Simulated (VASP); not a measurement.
# Al (Fm-3m) in VASP: notebook

The runs below take Al through single point, with SVWN5, PBE, LDA.

All numbers are computed with VASP 6.6.1; they aren't measurements. Logs are shortened: lines on timing, memory, paths and dates and some standing lists are left out, and cuts for length are marked.

## 1. The cell of the first run

The structure is cubic, space group Fm-3m (No. 225). The conventional cell has a = 4.022 Å, b = 4.022 Å, c = 4.022 Å, α = 90.00°, β = 90.00°, γ = 90.00°. Al (site symmetry m-3m) has 12 Al at 2.84 Å within 3.7 Å.

## 2. Single point, SVWN5

INCAR

```
SYSTEM = Al
  PREC = Accurate
  ENCUT = 520
  EDIFF = 1E-6
  ISMEAR = -1
  SIGMA = 0.05
  LREAL = .FALSE.
  LASPH = .TRUE.
  NELM = 100
  ALGO = Normal
  ISIF = 2
  LWAVE = .FALSE.
  LCHARG = .TRUE.
  GGA = VW
  LELF = .TRUE.
  LVHAR = .TRUE.
  NBANDS = 8
```

KPOINTS

```
Automatic mesh
0
G
  11 11 11
  0 0 0
```

POSCAR

```
Al
1.0
    0.0000000000      2.0112152952      2.0112152952
    2.0112152952      0.0000000000      2.0112152952
    2.0112152952      2.0112152952      0.0000000000
Al
1
Direct
    0.0000000000      0.0000000000      0.0000000000
```

Potentials or basis: VASP PAW PBE potentials, release 64 (Al).

Started as:

```sh
cat potpaw_PBE.64/Al/POTCAR > POTCAR
mpirun -np 1 vasp_std > vasp.out
```

OUTCAR:

```text
SYSTEM = Al
   PREC = Accurate
   ENCUT = 520
   EDIFF = 1E-6
   ISMEAR = -1
   LREAL = .FALSE.
   LASPH = .TRUE.
   NELM = 100
   ISIF = 2
   GGA = VW

 ion  position               nearest neighbor table
   1  0.000  0.000  0.000-

  LATTYP: Found a face centered cubic cell.
 ALAT       =     4.0224305904

  Lattice vectors:

 A1 = (   0.0000000000,   2.0112152952,   2.0112152952)
 A2 = (   2.0112152952,   0.0000000000,   2.0112152952)
 A3 = (   2.0112152952,   2.0112152952,   0.0000000000)

Analysis of symmetry for initial positions (statically):
=====================================================================
 Subroutine PRICEL returns:
 Original cell was already a primitive cell.

 Routine SETGRP: Setting up the symmetry group for a
 face centered cubic supercell.

 Subroutine GETGRP returns: Found 48 space group operations
[... 9 lines left out ...]

 Routine SETGRP: Setting up the symmetry group for a
 face centered cubic supercell.

 Subroutine GETGRP returns: Found 48 space group operations
 (whereof 48 operations were pure point group operations)
 out of a pool of 48 trial point group operations.

The dynamic configuration has the point symmetry O_h .

 Subroutine INISYM returns: Found 48 space group operations
 (whereof 48 operations are pure point group operations),
 and found     1 'primitive' translations

----------------------------------------------------------------------------------------

                                     Primitive cell

  volume of cell :      16.2707

  direct lattice vectors                    reciprocal lattice vectors
     0.000000000  2.011215295  2.011215295    -0.248605906  0.248605906  0.248605906
     2.011215295  0.000000000  2.011215295     0.248605906 -0.248605906  0.248605906
     2.011215295  2.011215295  0.000000000     0.248605906  0.248605906 -0.248605906

  length of vectors
     2.844287947  2.844287947  2.844287947     0.430598060  0.430598060  0.430598060

  position of ions in fractional coordinates (direct lattice)
     0.000000000  0.000000000  0.000000000

  ion indices of the primitive-cell ions
   primitive index   ion index
                 1           1

----------------------------------------------------------------------------------------

 KPOINTS: Automatic mesh

Automatic generation of k-mesh.
 Grid dimensions read from file:
 generate k-points for:   11   11   11

 Generating k-lattice:

  Cartesian coordinates                     Fractional coordinates (reciprocal lattice)
    -0.022600537  0.022600537  0.022600537     0.090909091  0.000000000  0.000000000
     0.022600537 -0.022600537  0.022600537     0.000000000  0.090909091  0.000000000
     0.022600537  0.022600537 -0.022600537     0.000000000  0.000000000  0.090909091

  Length of vectors
     0.039145278  0.039145278  0.039145278

  Shift w.r.t. Gamma in fractional coordinates (k-lattice)
     0.000000000  0.000000000  0.000000000

 Subroutine IBZKPT returns following result:
 ===========================================

 Found     56 irreducible k-points:

 Following reciprocal coordinates:
            Coordinates               Weight
  0.000000  0.000000  0.000000      1.000000
  0.090909  0.000000  0.000000      8.000000
  0.181818  0.000000  0.000000      8.000000
  0.272727  0.000000  0.000000      8.000000
  0.363636  0.000000  0.000000      8.000000
  0.454545  0.000000  0.000000      8.000000
[... 16 lines left out ...]
 -0.272727  0.181818  0.000000     24.000000
 -0.181818  0.181818  0.000000     12.000000
 [... further k-points ...]
   k-points           NKPTS =     56   k-points in BZ     NKDIM =     56   number of bands    NBANDS=      8
   number of dos      NEDOS =    301   number of ions     NIONS =      1
   total plane-waves  NPLWV =  13824
   dimension x,y,z NGX =    24 NGY =   24 NGZ =   24
   dimension x,y,z NGXF=    48 NGYF=   48 NGZF=   48
   ions per type =               1
   NGX,Y,Z   is equivalent  to a cutoff of  14.03, 14.03, 14.03 a.u.
   NGXF,Y,Z  is equivalent  to a cutoff of  28.06, 28.06, 28.06 a.u.
 SYSTEM =  Al
   PREC   = accura    normal or accurate (medium, high low for compatibility)
   ISTART =      0    job   : 0-new  1-cont  2-samecut
   ICHARG =      2    charge: 1-file 2-atom 10-const
   ISPIN  =      1    spin polarized calculation?
   LNONCOLLINEAR =      F non collinear calculations
   LSORBIT =      F    spin-orbit coupling
   LASPH  =      T    aspherical Exc in radial PAW
   ENCUT  =  520.0 eV  38.22 Ry    6.18 a.u.   5.29  5.29  5.29*2*pi/ulx,y,z
   NELM   =    100;   NELMIN=  2; NELMDL= -5     # of ELM steps
   EDIFF  = 0.1E-05   stopping-criterion for ELM
   LREAL  =      F    real-space projection
   EDIFFG = 0.1E-04   stopping-criterion for IOM
   NSW    =      0    number of steps for IOM
   IBRION =     -1    ionic relax: 0-MD 1-quasi-New 2-CG
   NFREE  =      0    steps in history (QN), initial steepest desc. (CG)
   ISIF   =      2    stress and relaxation
   ISYM   =      2    0-nonsym 1-usesym 2-fastsym
   POTIM  = 0.5000    time-step for ionic-motion
   TEBEG  =    0.0;   TEEND  =   0.0 temperature during run
   PSTRESS=    0.0 pullay stress
   NELECT =       3.0000    total number of electrons
   NUPDOWN=      -1.0000    fix difference up-down
   EMIN   =  10.00;   EMAX   =-10.00  energy-range for DOS
   EFERMI =   0.00;   METHOD = LEGACY
   ISMEAR =    -1;   SIGMA  =   0.05  broadening in eV -4-tet -1-fermi 0-gaus
   EFERMI_NEDOS =   21; number of points for ismear=-14 and -15
   IALGO  =     38    algorithm
   IMIX   =      4    mixing-type and parameters
     AMIX     =   0.40;   BMIX     =  1.00
     AMIX_MAG =   1.60;   BMIX_MAG =  1.00
  volume/ion in A,a.u.               =      16.27       109.80
  Fermi-wavevector in a.u.,A,eV,Ry     =   0.931780  1.760809 11.812767  0.868214
  Thomas-Fermi vector in A             =   2.058309
   LORBIT       =      0    0 simple, 1 ext, 2 COOP (PROOUT), +10 PAW based schemes
   GGA     = VW    functional components
   LHFCALC =     F    Hartree Fock is set to
   AEXX    =    0.0000 exact exchange contribution
   IVDW    =     0    specifies the selected vdW correction
   LEPSILON=     F    determine dielectric tensor
   LRPA    =     F    only Hartree local field effects (RPA)
 non-spin polarized calculation
  energy-cutoff  :      520.00
  volume of cell :       16.27
 maximum number of plane-waves:       448
 NGX is ok and might be reduce to    24
   NGX = 11   NGY = 11   NGZ = 11

 number of electron       3.0000000 magnetization

 Free energy of the ion-electron system (eV)
  ---------------------------------------------------
  ext. energy  EPLUGINS =         0.00000000
  ---------------------------------------------------
  free energy    TOTEN  =        -4.17771200 eV

  energy without entropy =       -4.17371446  energy(sigma->0) =       -4.17571323

 E-fermi :   7.9732     XC(G=0): -10.3817

 val. band max:        7.9673592671   @ k =  -0.4545   0.3636   0.0000
 cond. band min:       7.9932022737   @ k =   0.4545   0.1818   0.0909
 fundamental gap:      0.0258430066
 Fermi energy:         7.9731894791

 k-point     1 :       0.0000    0.0000    0.0000
  band No.  band energies     occupation
      1      -3.2473      2.00000
      2      20.6586      0.00000
      3      20.6586      0.00000
      4      20.6586      0.00000
      5      22.0551      0.00000
      6      22.0551      0.00000
      7      22.0551      0.00000
      8      24.6606      0.00000

 k-point     2 :       0.0909    0.0000    0.0000
  band No.  band energies     occupation
      1      -3.0211      2.00000
      2      17.7082      0.00000
      3      19.9904      0.00000
      4      19.9904      0.00000
      5      22.7985      0.00000
      6      23.0600      0.00000
      7      23.0600      0.00000
      8      26.3480      0.00000

 k-point     3 :       0.1818    0.0000    0.0000
  band No.  band energies     occupation
      1      -2.3446      2.00000
      2      14.0360      0.00000
      3      19.2461      0.00000
      4      19.2461      0.00000
      5      22.5967      0.00000
      6      23.8899      0.00000
      7      23.8899      0.00000
      8      25.4702      0.00000

 k-point     4 :       0.2727    0.0000    0.0000
  band No.  band energies     occupation
      1      -1.2243      2.00000
      2      10.5832      0.00000
      3      18.8324      0.00000
      4      18.8324      0.00000
      5      22.3604      0.00000
      6      22.3604      0.00000
      7      22.3982      0.00000
      8      26.4701      0.00000

 k-point     5 :       0.3636    0.0000    0.0000
  band No.  band energies     occupation
      1       0.3294      2.00000
      2       7.4537      1.99994
      3      18.7870      0.00000
      4      18.7870      0.00000
      5      20.9251      0.00000
      6      20.9251      0.00000
      7      22.4786      0.00000
      8      24.9686      0.00000

 k-point     6 :       0.4545    0.0000    0.0000
  band No.  band energies     occupation
      1       2.3017      2.00000
      2       4.6895      2.00000
      3      19.1153      0.00000
      4      19.1153      0.00000
      5      19.8419      0.00000
      6      19.8419      0.00000
      7      22.9277      0.00000
      8      23.7655      0.00000

 k-point     7 :       0.0909    0.0909    0.0000
  band No.  band energies     occupation
      1      -2.9458      2.00000
      2      18.7141      0.00000
      3      18.7141      0.00000
      4      19.0584      0.00000
      5      21.3981      0.00000
      6      24.4303      0.00000
      7      24.4303      0.00000
      8      24.4374      0.00000

 k-point     8 :       0.1818    0.0909    0.0000
  band No.  band energies     occupation
      1      -2.4196      2.00000
      2      15.3689      0.00000
      3      17.7798      0.00000
      4      19.1579      0.00000
      5      21.7225      0.00000
      6      22.4387      0.00000
      7      24.8539      0.00000
      8      25.8262      0.00000

 k-point     9 :       0.2727    0.0909    0.0000
  band No.  band energies     occupation
      1      -1.4477      2.00000
      2      11.8660      0.00000
      3      17.2190      0.00000
      4      18.8145      0.00000
      5      20.1104      0.00000
      6      23.9079      0.00000
      7      24.8192      0.00000
      8      24.8702      0.00000

 k-point    10 :       0.3636    0.0909    0.0000
  band No.  band energies     occupation
      1      -0.0391      2.00000
      2       8.6380      0.00000
      3      17.0382      0.00000
      4      18.4718      0.00000
      5      18.7049      0.00000
      6      23.4092      0.00000
      7      24.5363      0.00000
      8      26.2408      0.00000
[... 78 lines left out ...]
 k-point    18 :       0.2727    0.1818    0.0000
  band No.  band energies     occupation
      1      -1.2243      2.00000
      2      13.4692      0.00000
      3      15.9956      0.00000
      4      17.3368      0.00000
      5      17.5816      0.00000
      6      20.5892      0.00000
      7      27.5605      0.00000
      8      28.2720      0.00000

 k-point    19 :       0.3636    0.1818    0.0000
  band No.  band energies     occupation
      1       0.0343      2.00000
      2      10.2043      0.00000
      3      15.6812      0.00000
      4      15.6973      0.00000
      5      17.3737      0.00000
      6      22.7255      0.00000
      7      26.2118      0.00000
      8      28.3051      0.00000

 k-point    20 :       0.4545    0.1818    0.0000
  band No.  band energies     occupation
      1       1.7187      2.00000
      2       7.2306      2.00000
      3      14.2796      0.00000
      4      15.7515      0.00000
      5      17.5292      0.00000
      6      24.9771      0.00000
      7      25.2754      0.00000
      8      28.1730      0.00000

 k-point    21 :      -0.4545    0.1818    0.0000
  band No.  band energies     occupation
      1       3.8007      2.00000
      2       4.6258      2.00000
      3      13.2631      0.00000
      4      16.2066      0.00000
      5      18.0609      0.00000
      6      24.0512      0.00000
      7      26.5536      0.00000
      8      28.9810      0.00000

 k-point    22 :      -0.3636    0.1818    0.0000
  band No.  band energies     occupation
      1       2.3736      2.00000
      2       6.3031      2.00000
      3      12.6652      0.00000
      4      17.0466      0.00000
      5      18.9896      0.00000
      6      23.4800      0.00000
      7      26.1399      0.00000
      8      29.0808      0.00000

 k-point    23 :      -0.2727    0.1818    0.0000
  band No.  band energies     occupation
      1       0.5498      2.00000
      2       9.1142      0.00000
      3      12.5259      0.00000
      4      18.2682      0.00000
      5      20.2985      0.00000
      6      23.2595      0.00000
      7      25.6888      0.00000
      8      26.1967      0.00000

 k-point    24 :      -0.1818    0.1818    0.0000
  band No.  band energies     occupation
      1      -0.8528      2.00000
      2      11.8124      0.00000
      3      13.2556      0.00000
      4      19.8541      0.00000
      5      21.9309      0.00000
      6      22.9936      0.00000
      7      24.0600      0.00000
      8      25.0467      0.00000

 [... further k-points ...]
[... 5 lines left out ...]
  --------------------------------------------------------------------------------------
  -------------------------------------------------------------------------------------
  Total       -0.1896058     -0.1896058     -0.1896058      0.0000000      0.0000000      0.0000000
  in kB      -18.6705279    -18.6705279    -18.6705279      0.0000000      0.0000000      0.0000000
  external PRESSURE =     -18.6705279 kB  Pullay stress =       0.0000000 kB

 VOLUME and BASIS-vectors are now :
 -----------------------------------------------------------------------------
  energy-cutoff  :      520.00
  volume of cell :       16.27
      direct lattice vectors                 reciprocal lattice vectors
     0.000000000  2.011215295  2.011215295    -0.248605906  0.248605906  0.248605906
     2.011215295  0.000000000  2.011215295     0.248605906 -0.248605906  0.248605906
     2.011215295  2.011215295  0.000000000     0.248605906  0.248605906 -0.248605906

 POSITION                                       TOTAL-FORCE (eV/Angst)
 -----------------------------------------------------------------------------------
      0.00000      0.00000      0.00000         0.000000      0.000000     -0.000000
 -----------------------------------------------------------------------------------
    total drift:                                0.000000     -0.000000     -0.000000

  FREE ENERGIE OF THE ION-ELECTRON SYSTEM (eV)
  ---------------------------------------------------
  free  energy   TOTEN  =        -4.1777120045 eV

  energy  without entropy=       -4.1737144644  energy(sigma->0) =       -4.17571323
```

Wall time 7.9 s (1 thread of Intel Xeon 8259CL, shared host); peak memory 0.12 GiB.

Results:

* Free energy: -4.1777 eV
* Pressure: -1.9 GPa

Caveat: the PAW data sets were made with another functional, which shifts forces and pressure a little.

## 3. Single point, PBE

This run uses another cell than the first one, of 16.60 Å³/atom, 1.020 times its volume.

INCAR

```
PREC = Accurate
ENCUT = 520
EDIFF = 1E-6
ISMEAR = -1
SIGMA = 0.03
LREAL = F
LASPH = T
NELM = 100
ALGO = Normal
ISIF = 2
LWAVE = F
LCHARG = F
GGA = PE
NBANDS = 8
```

KPOINTS

```
regular mesh
0
Gamma
  8 8 8
```

POSCAR

```
Al
1.0
    0.0000000000      2.0248050000      2.0248050000
    2.0248050000      0.0000000000      2.0248050000
    2.0248050000      2.0248050000      0.0000000000
Al
1
Direct
    0.0000000000      0.0000000000      0.0000000000
```

Potentials or basis: VASP PAW PBE potentials, release 64 (Al).

Started as:

```sh
cat potpaw_PBE.64/Al/POTCAR > POTCAR
mpirun -np 1 vasp_std > vasp.out
```

Wall time 4.5 s (1 thread of Intel Xeon 6975P-C, shared host); peak memory 0.13 GiB.

Results (log left out):

```
Free energy : -3.7407 eV
Pressure    : -0.5 GPa
```

Levels at points of the mesh, in eV from the Fermi level:
```
           k point  band 1  band 2  band 3  band 4
(0.00, 0.00, 0.00)  -11.17   12.50   12.50   12.50
(0.50, 0.00, 0.00)   -4.65   -4.45   11.26   11.26
(0.50, 0.50, 0.00)   -2.99   -1.68    5.18    5.48
```

## 4. Single point, LDA (volume scaled by 0.94)

INCAR

```
ALGO = Normal
EDIFF = 1E-6
ENCUT = 520
ISIF = 2
ISMEAR = -1
LASPH = True
LCHARG = True
LELF = True
LREAL = False
LVHAR = True
LWAVE = False
NBANDS = 8
NELM = 60
PREC = Accurate
SIGMA = 0.05
```

KPOINTS

```
k-points
0
Gamma
  11 11 11
```

POSCAR

```
Al
1.0
    0.0000000000      1.9834708509      1.9834708509
    1.9834708509      0.0000000000      1.9834708509
    1.9834708509      1.9834708509      0.0000000000
Al
1
Direct
    0.0000000000      0.0000000000      0.0000000000
```

Potentials or basis: VASP PAW LDA potentials, release 64 (Al).

Started as:

```sh
cat potpaw_LDA.64/Al/POTCAR > POTCAR
mpirun -np 1 vasp_std > vasp.out
```

Wall time 6.9 s (1 thread of Intel Xeon 6975P-C, shared host); peak memory 0.12 GiB.

It converged, with:

- Free energy: -4.2004 eV
- Pressure: 1.3 GPa

Levels at points of the mesh, in eV from the Fermi level:
```csv
k point,band 1,band 2,band 3,band 4
"(0.00, 0.00, 0.00)",-11.49,12.87,12.87,12.87
```

Caveat: the cell differs from its parent crystal (volume scaled by 0.94).

## 5. Summary

| level | potentials or basis | cell | k mesh | smearing | gap on the mesh (eV) | pressure (GPa) |
| --- | --- | --- | --- | --- | --- | --- |
| SVWN5 | VASP PAW PBE potentials, release 64 (Al) | a = 2.844 Å, angles 60.0°, 1 atom | 11 × 11 × 11 | fermi-dirac 0.05 eV | none | -1.9 |
| PBE | VASP PAW PBE potentials, release 64 (Al) | a = 2.864 Å, angles 60.0°, 1 atom | 8 × 8 × 8 | fermi-dirac 0.03 eV | none | -0.5 |
| LDA | VASP PAW LDA potentials, release 64 (Al) | a = 2.805 Å, angles 60.0°, 1 atom | 11 × 11 × 11 | fermi-dirac 0.05 eV | none | 1.3 |

Alike in all rows: task single point; no spin polarisation; cutoff (eV) 520.

Caveats: the PAW data sets were made with another functional, which shifts forces and pressure a little (some runs).

Total energies depend on the potentials used, so only differences within one code and one set of settings carry meaning.
